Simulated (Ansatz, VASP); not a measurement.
One calculation of Ga2P, two programs

Contents of INCAR:

```
SYSTEM = Ga2P
ALGO = Normal
EDIFF = 1E-7
ENCUT = 520
GGA = PE
ISIF = 2
ISMEAR = 0
LASPH = .TRUE.
LCHARG = .FALSE.
LREAL = .FALSE.
LWAVE = .FALSE.
NBANDS = 40
NELM = 100
PREC = Accurate
SIGMA = 0.1
```

The input KPOINTS:

```
k-points
0
G
  6 6 4
  0 0 0
```

Contents of POSCAR:

```
Ga2P
1.0
    4.5297573700      0.0000000000      0.0000000000
   -2.2648786800      3.9228849500      0.0000000000
    0.0000000000      0.0000000000      5.5243274100
Ga P
4 2
Direct
    0.0000000000      0.0000000000      0.5000000000
    0.0000000000      0.0000000000      0.0000000000
    0.6666666700      0.3333333300      0.2500000000
    0.3333333300      0.6666666700      0.7500000000
    0.6666666700      0.3333333300      0.7500000000
    0.3333333300      0.6666666700      0.2500000000
```

Input for Ansatz:

```yaml
crystal:
  lattice:
    - [4.52975737, 0.0, 0.0]
    - [-2.26487868, 3.92288495, 0.0]
    - [0.0, 0.0, 5.52432741]
  atoms:
    - { symbol: Ga, position: [0.0, 0.0, 0.5] }
    - { symbol: Ga, position: [0.0, 0.0, 0.0] }
    - { symbol: Ga, position: [0.66666667, 0.33333333, 0.25] }
    - { symbol: Ga, position: [0.33333333, 0.66666667, 0.75] }
    - { symbol: P, position: [0.66666667, 0.33333333, 0.75] }
    - { symbol: P, position: [0.33333333, 0.66666667, 0.25] }
basis:
  ecutwfc: 420
kpoints:
  mp_grid: { grid: [6, 6, 4] }
hamiltonian:
  xc: pbe
scf:
  occupations: { method: gaussian, width: 0.1 }
  lower_state_search: "off"
output:
  forces: true
  stress: true
  eigenvalues: true
```

Change from the starting cell: species swapped into the Mn2Ge type (P6_3/mmc, No. 194).

Alike in both runs: task single point; functional PBE; k mesh 6 × 6 × 4; occupations gaussian, width 0.1 eV; no spin polarisation.

|  | VASP | Ansatz |
| --- | --- | --- |
| version | VASP 6.6.1 | Ansatz 0.2.0 |
| potentials or method | VASP PAW PBE potentials, release 64 (Ga_d, P), cutoff 520 eV | scalar-relativistic, plane waves, PAW |
| valence electrons in the cell | 62 | 62 |

VASP gave:

```
gap on the k mesh at the Fermi level (eV)                     : none
pressure (GPa)                                                : 5.6
traceless stress, the component that is largest in VASP (GPa) : 0.19
```

What did Ansatz give for the same quantities?

gap on the k mesh at the Fermi level (eV): none; pressure (GPa): 5.5; traceless stress, the component that is largest in VASP (GPa): 0.18.

A gap of «none» marks a metal or a gap that the smearing closes.
